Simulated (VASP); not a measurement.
Al3Ni2, 5 atoms in the cell. Symmetry: P-3m1, No. 164, trigonal system. Conventional cell: a = 4.103 Å, b = 4.103 Å, c = 4.616 Å, α = 90.00°, β = 90.00°, γ = 120.00°. Al (site symmetry -3m) has 6 Ni at 2.46 Å and 6 Al at 2.87 Å within 3.3 Å. Within 3.0 Å of Al (site symmetry 3m) lie 5 Ni at 2.30 to 2.55 Å and 6 Al at 2.73 to 2.87 Å. Within 3.0 Å of Ni (site symmetry 3m) lie 8 Al at 2.30 to 2.55 Å and 3 Ni at 2.72 Å.  This cell differs from its parent crystal: strain +0.025 along x and y, -0.050 along z.

* Program: VASP 6.6.1
* Task: single point
* Functional: PBEsol
* Potentials or basis: VASP PAW PBE potentials, release 64 (Al, Ni)
* Cutoff: 520 eV
* k mesh: 12 × 12 × 10
* Occupations: gaussian, width 0.15 eV
* Spin: no spin polarisation
* Dipole correction: no
* Further INCAR settings: ALGO = Fast; EDIFF = 1e-06; NBANDS = 22

Potentials or basis: VASP PAW PBE potentials, release 64 (Al, Ni).

The run is started by

```sh
$ cat potpaw_PBE.64/Al/POTCAR potpaw_PBE.64/Ni/POTCAR > POTCAR
$ mpirun -np 1 vasp_std > vasp.out
```

Hardware: 1 thread of Intel(R) Xeon(R) Platinum 8488C (Sapphire Rapids), with other jobs on the host.

Q: Estimate the wall time of this run.

A: It took 2.6 min on 1 thread of Intel(R) Xeon(R) Platinum 8488C (Sapphire Rapids), on a shared host, peak memory 0.34 GiB. Counts: scf iterations 17, k points 162.
